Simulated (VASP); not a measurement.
**CsCl: single point with PBEsol**

CsCl:

```
Cs Cl
1.0
     4.12300    0.04123    0.04123
     0.04123    4.12300    0.04123
     0.04123    0.04123    4.12300
Cs Cl
1 1
Direct
  0.00000 0.00000 0.00000
  0.50000 0.50000 0.50000
```

This cell differs from its parent crystal: equal xy, yz and zx shear strains of +2 %.

```yaml
Program: VASP 6.6.1
Task: single point
Functional: PBEsol
Potentials_or_basis: VASP PAW PBE potentials, release 64 (Cs_sv, Cl)
Cutoff: 500 eV
k_mesh: 6 × 6 × 6
Occupations: fermi-dirac, width 0.03 eV
Spin: no spin polarisation
Dipole_correction: no
Further_INCAR_settings: ALGO = Normal; EDIFF = 1e-06; NBANDS = 15
```

- Pressure: -0.6 GPa
- Band gap on the k mesh: 5.04 eV, direct

Stress tensor (GPa, compression positive):
```
-0.61 -0.11 -0.11
-0.11 -0.61 -0.11
-0.11 -0.11 -0.61
```

Levels at points of the mesh, in eV from the valence-band top:
| k point | band 6 | band 7 | band 8 | band 9 | band 10 | band 11 |
| --- | --- | --- | --- | --- | --- | --- |
| (0.00, 0.00, 0.00) | -0.02 | 0.00 | 0.00 | 5.04 | 5.26 | 5.26 |
| (0.50, 0.00, 0.00) | -1.22 | -0.28 | -0.22 | 6.31 | 7.47 | 8.68 |
| (0.50, 0.50, 0.00) | -0.46 | -0.42 | -0.06 | 5.78 | 5.89 | 7.89 |
| (0.50, 0.50, 0.50) | -1.14 | -1.14 | -1.14 | 8.23 | 8.50 | 8.50 |

It took 41 s on 1 thread of AMD EPYC 7R13, on a shared host, peak memory 0.15 GiB.

Caveat: the cell differs from its parent crystal (equal xy, yz and zx shear strains of +2 %); the PAW data sets were made with another functional, which shifts forces and pressure a little; spin-orbit coupling is left out, which moves the levels of the heavy elements. A k mesh can miss the band edges.
